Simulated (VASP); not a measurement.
Set up this calculation in VASP 6.6.1, as the native input.

| Quantity | Value |
| --- | --- |
| Task | single point |
| Functional | PBEsol |
| Dispersion | D3(BJ) |
| Potentials or basis | VASP PAW PBE potentials, release 64 (W_sv, S) |
| Cutoff | 520 eV |
| k mesh | 12 × 12 × 2 |
| Occupations | gaussian, width 0.02 eV |
| Spin | no spin polarisation |
| Dipole correction | no |
| Further INCAR settings | ALGO = Normal; EDIFF = 1e-06; NBANDS = 20 |

The structure of WS2 lies in POSCAR:

```
WS2
1.0
    3.1239380587      0.0000000000      0.0000000000
   -1.5619690294      2.7054097187      0.0000000000
    0.0000000000      0.0000000000     16.9375357456
W S
1 2
Direct
    0.3333333333      0.6666666667      0.0000000000
    0.6666666667      0.3333333333      0.9071511715
    0.6666666667      0.3333333333      0.0928488285
```

The input as run:

INCAR

```
SYSTEM = WS2
  ALGO = Normal
  EDIFF = 1E-6
  ENCUT = 520
  GGA = PS
  ISIF = 2
  ISMEAR = 0
  IVDW = 12
  LASPH = .True.
  LCHARG = .False.
  LREAL = .False.
  LWAVE = .False.
  NBANDS = 20
  NELM = 60
  PREC = Accurate
  SIGMA = 0.02
```

KPOINTS

```
k-points
0
Gamma
  12 12 2
  0 0 0
```

Potentials or basis: VASP PAW PBE potentials, release 64 (W_sv, S).

Command:

```sh
$ cat potpaw_PBE.64/W_sv/POTCAR potpaw_PBE.64/S/POTCAR > POTCAR
$ mpirun -np 1 vasp_std > vasp.out
```

It gave:

```
Largest force              : 0.017 eV/Å
Band gap on the k mesh     : 1.99 eV (least direct gap 2.04 eV)
Dispersion energy per atom : -0.253 eV
```

Caveat: there is no dipole correction, which matters where the two faces differ; the PAW data sets were made with another functional, which shifts forces and pressure a little; spin-orbit coupling is left out, which moves the levels of the heavy elements.

It took 4.2 min on 1 thread of Intel Xeon 8259CL (shared host), peak memory 0.31 GiB.
